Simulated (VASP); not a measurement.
# As (Pm-3m) in VASP: notebook, part 3 of 3

VASP 6.6.1.

### 5 Single point, LDA (volume scaled by 0.95)

The input, INCAR:

```
ALGO     = Normal         # electronic algorithm
EDIFF    = 1E-6           # SCF threshold, eV
ENCUT    = 520            # plane-wave cutoff, eV
GGA      = CA             # functional
ISIF     = 2              # what is computed and relaxed
ISMEAR   = -1             # smearing method
LASPH    = True           # aspherical terms in the spheres
LCHARG   = False          # write CHGCAR
LREAL    = False          # projectors in reciprocal space
LWAVE    = False          # write WAVECAR
NBANDS   = 8              # bands
NELM     = 60             # most SCF steps
PREC     = Accurate       # precision mode
SIGMA    = 0.08           # smearing width, eV
```

The input, KPOINTS:

```
k-points
0
Gamma
  15 15 15
```

The input, POSCAR:

```
As
1.0
    2.6271612856      0.0000000000      0.0000000000
    0.0000000000      2.6271612856      0.0000000000
    0.0000000000      0.0000000000      2.6271612856
As
1
Direct
    0.0000000000      0.0000000000      0.0000000000
```

Potentials or basis: VASP PAW LDA potentials, release 64 (As).

Run with:

```console
$ cat potpaw_LDA.64/As/POTCAR > POTCAR
$ mpirun -np 1 vasp_std > vasp.out
```

OUTCAR:

```text
EDIFF = 1E-6
   ENCUT = 520
   GGA = CA
   ISIF = 2
   ISMEAR = -1
   LASPH = True
   LREAL = False
   NELM = 60
   PREC = Accurate

 ion  position               nearest neighbor table
   1  0.000  0.000  0.000-

  LATTYP: Found a simple cubic cell.
 ALAT       =     2.6271612856

  Lattice vectors:

 A1 = (   2.6271612856,   0.0000000000,   0.0000000000)
 A2 = (   0.0000000000,   2.6271612856,   0.0000000000)
 A3 = (   0.0000000000,   0.0000000000,   2.6271612856)

Analysis of symmetry for initial positions (statically):
=====================================================================
 Subroutine PRICEL returns:
 Original cell was already a primitive cell.

 Routine SETGRP: Setting up the symmetry group for a
 simple cubic supercell.

 Subroutine GETGRP returns: Found 48 space group operations
 (whereof 48 operations were pure point group operations)
 out of a pool of 48 trial point group operations.

The static configuration has the point symmetry O_h .

Analysis of symmetry for dynamics (positions and initial velocities):
=====================================================================
 Subroutine PRICEL returns:
 Original cell was already a primitive cell.

 Routine SETGRP: Setting up the symmetry group for a
 simple cubic supercell.

 Subroutine GETGRP returns: Found 48 space group operations
 (whereof 48 operations were pure point group operations)
 out of a pool of 48 trial point group operations.

The dynamic configuration has the point symmetry O_h .

 Subroutine INISYM returns: Found 48 space group operations
 (whereof 48 operations are pure point group operations),
 and found     1 'primitive' translations

----------------------------------------------------------------------------------------

                                     Primitive cell

  volume of cell :      18.1326

  direct lattice vectors                    reciprocal lattice vectors
     2.627161286  0.000000000  0.000000000     0.380638983  0.000000000  0.000000000
     0.000000000  2.627161286  0.000000000     0.000000000  0.380638983  0.000000000
     0.000000000  0.000000000  2.627161286     0.000000000  0.000000000  0.380638983

  length of vectors
     2.627161286  2.627161286  2.627161286     0.380638983  0.380638983  0.380638983

  position of ions in fractional coordinates (direct lattice)
     0.000000000  0.000000000  0.000000000

  ion indices of the primitive-cell ions
   primitive index   ion index
                 1           1

----------------------------------------------------------------------------------------

 KPOINTS: k-points

Automatic generation of k-mesh.
 Grid dimensions read from file:
 generate k-points for:   15   15   15

 Generating k-lattice:

  Cartesian coordinates                     Fractional coordinates (reciprocal lattice)
     0.025375932  0.000000000  0.000000000     0.066666667  0.000000000  0.000000000
     0.000000000  0.025375932  0.000000000     0.000000000  0.066666667  0.000000000
     0.000000000  0.000000000  0.025375932     0.000000000  0.000000000  0.066666667

  Length of vectors
     0.025375932  0.025375932  0.025375932

  Shift w.r.t. Gamma in fractional coordinates (k-lattice)
     0.000000000  0.000000000  0.000000000

 Subroutine IBZKPT returns following result:
 ===========================================

 Found    120 irreducible k-points:

 Following reciprocal coordinates:
            Coordinates               Weight
  0.000000  0.000000  0.000000      1.000000
  0.066667  0.000000  0.000000      6.000000
  0.133333  0.000000  0.000000      6.000000
  0.200000  0.000000  0.000000      6.000000
  0.266667  0.000000  0.000000      6.000000
  0.333333  0.000000  0.000000      6.000000
[... 16 lines left out ...]
  0.266667  0.200000  0.000000     24.000000
  0.333333  0.200000  0.000000     24.000000
 [... further k-points ...]
   k-points           NKPTS =    120   k-points in BZ     NKDIM =    120   number of bands    NBANDS=      8
   number of dos      NEDOS =    301   number of ions     NIONS =      1
   total plane-waves  NPLWV =   8000
   dimension x,y,z NGX =    20 NGY =   20 NGZ =   20
   dimension x,y,z NGXF=    40 NGYF=   40 NGZF=   40
   ions per type =               1
   NGX,Y,Z   is equivalent  to a cutoff of  12.66, 12.66, 12.66 a.u.
   NGXF,Y,Z  is equivalent  to a cutoff of  25.31, 25.31, 25.31 a.u.
 SYSTEM =  unknown system
   PREC   = accura    normal or accurate (medium, high low for compatibility)
   ISTART =      0    job   : 0-new  1-cont  2-samecut
   ICHARG =      2    charge: 1-file 2-atom 10-const
   ISPIN  =      1    spin polarized calculation?
   LNONCOLLINEAR =      F non collinear calculations
   LSORBIT =      F    spin-orbit coupling
   LASPH  =      T    aspherical Exc in radial PAW
   ENCUT  =  520.0 eV  38.22 Ry    6.18 a.u.   4.88  4.88  4.88*2*pi/ulx,y,z
   NELM   =     60;   NELMIN=  2; NELMDL= -5     # of ELM steps
   EDIFF  = 0.1E-05   stopping-criterion for ELM
   LREAL  =      F    real-space projection
   EDIFFG = 0.1E-04   stopping-criterion for IOM
   NSW    =      0    number of steps for IOM
   IBRION =     -1    ionic relax: 0-MD 1-quasi-New 2-CG
   NFREE  =      0    steps in history (QN), initial steepest desc. (CG)
   ISIF   =      2    stress and relaxation
   ISYM   =      2    0-nonsym 1-usesym 2-fastsym
   POTIM  = 0.5000    time-step for ionic-motion
   TEBEG  =    0.0;   TEEND  =   0.0 temperature during run
   PSTRESS=    0.0 pullay stress
   NELECT =       5.0000    total number of electrons
   NUPDOWN=      -1.0000    fix difference up-down
   EMIN   =  10.00;   EMAX   =-10.00  energy-range for DOS
   EFERMI =   0.00;   METHOD = LEGACY
   ISMEAR =    -1;   SIGMA  =   0.08  broadening in eV -4-tet -1-fermi 0-gaus
   EFERMI_NEDOS =   21; number of points for ismear=-14 and -15
   IALGO  =     38    algorithm
   IMIX   =      4    mixing-type and parameters
     AMIX     =   0.40;   BMIX     =  1.00
     AMIX_MAG =   1.60;   BMIX_MAG =  1.00
  volume/ion in A,a.u.               =      18.13       122.36
  Fermi-wavevector in a.u.,A,eV,Ry     =   1.065560  2.013617 15.448315  1.135419
  Thomas-Fermi vector in A             =   2.201116
   LORBIT       =      0    0 simple, 1 ext, 2 COOP (PROOUT), +10 PAW based schemes
   GGA     = CA    functional components
   LHFCALC =     F    Hartree Fock is set to
   AEXX    =    0.0000 exact exchange contribution
   IVDW    =     0    specifies the selected vdW correction
   LEPSILON=     F    determine dielectric tensor
   LRPA    =     F    only Hartree local field effects (RPA)
 non-spin polarized calculation
  energy-cutoff  :      520.00
  volume of cell :       18.13
 maximum number of plane-waves:       500
 NGX is ok and might be reduce to    20
   NGX =  9   NGY =  9   NGZ =  9

 number of electron       4.9999999 magnetization

 Free energy of the ion-electron system (eV)
  ---------------------------------------------------
  ext. energy  EPLUGINS =         0.00000000
  ---------------------------------------------------
  free energy    TOTEN  =        -5.30589408 eV

  energy without entropy =       -5.29705930  energy(sigma->0) =       -5.30147669

 E-fermi :   7.0520     XC(G=0): -10.9589

 val. band max:        7.0372602232   @ k =   0.4000   0.2667   0.2000
 cond. band min:       7.0540371345   @ k =   0.2000   0.2000   0.0667
 fundamental gap:      0.0167769113
 Fermi energy:         7.0519557559

 k-point     1 :       0.0000    0.0000    0.0000
  band No.  band energies     occupation
      1      -8.8104      2.00000
      2      11.4289      0.00000
      3      11.4289      0.00000
      4      11.4289      0.00000
      5      15.6592      0.00000
      6      15.6592      0.00000
      7      18.1891      0.00000
      8      33.0192      0.00000

 k-point     2 :       0.0667    0.0000    0.0000
  band No.  band energies     occupation
      1      -8.7216      2.00000
      2      10.2218      0.00000
      3      11.5089      0.00000
      4      11.5089      0.00000
      5      15.7372      0.00000
      6      16.5670      0.00000
      7      18.7121      0.00000
      8      31.6098      0.00000
[... 221 lines left out ...]
 k-point    23 :       0.2667    0.2000    0.0000
  band No.  band energies     occupation
      1      -6.6390      2.00000
      2       4.5227      2.00000
      3       7.2230      0.21097
      4      13.2952      0.00000
      5      18.0152      0.00000
      6      19.4591      0.00000
      7      24.7237      0.00000
      8      26.3042      0.00000

 k-point    24 :       0.3333    0.2000    0.0000
  band No.  band energies     occupation
      1      -5.9200      2.00000
      2       2.7016      2.00000
      3       7.8267      0.00012
      4      13.8358      0.00000
      5      17.0440      0.00000
      6      19.5359      0.00000
      7      24.7795      0.00000
      8      25.0352      0.00000

 [... further k-points ...]
[... 5 lines left out ...]
  --------------------------------------------------------------------------------------
  -------------------------------------------------------------------------------------
  Total        0.6628069      0.6628069      0.6628069     -0.0000000      0.0000000      0.0000000
  in kB       58.5649013     58.5649013     58.5649013     -0.0000000      0.0000000      0.0000000
  external PRESSURE =      58.5649013 kB  Pullay stress =       0.0000000 kB

 VOLUME and BASIS-vectors are now :
 -----------------------------------------------------------------------------
  energy-cutoff  :      520.00
  volume of cell :       18.13
      direct lattice vectors                 reciprocal lattice vectors
     2.627161286  0.000000000  0.000000000     0.380638983  0.000000000  0.000000000
     0.000000000  2.627161286  0.000000000     0.000000000  0.380638983  0.000000000
     0.000000000  0.000000000  2.627161286     0.000000000  0.000000000  0.380638983

 POSITION                                       TOTAL-FORCE (eV/Angst)
 -----------------------------------------------------------------------------------
      0.00000      0.00000      0.00000         0.000000      0.000000      0.000000
 -----------------------------------------------------------------------------------
    total drift:                               -0.000000     -0.000000      0.000000

  FREE ENERGIE OF THE ION-ELECTRON SYSTEM (eV)
  ---------------------------------------------------
  free  energy   TOTEN  =        -5.3058940823 eV

  energy  without entropy=       -5.2970592971  energy(sigma->0) =       -5.30147669
```

Wall time 7.2 s (1 thread of Intel Xeon Platinum 8488C (Sapphire Rapids), shared host); peak memory 0.13 GiB.

What came out:

* Free energy: -5.3059 eV
* Pressure: 5.9 GPa

Levels at points of the mesh, in eV from the Fermi level:
```
           k point  band 1  band 2  band 3  band 4  band 5  band 6  band 7
(0.00, 0.00, 0.00)  -15.86    4.38    4.38    4.38    8.61    8.61   11.14
```
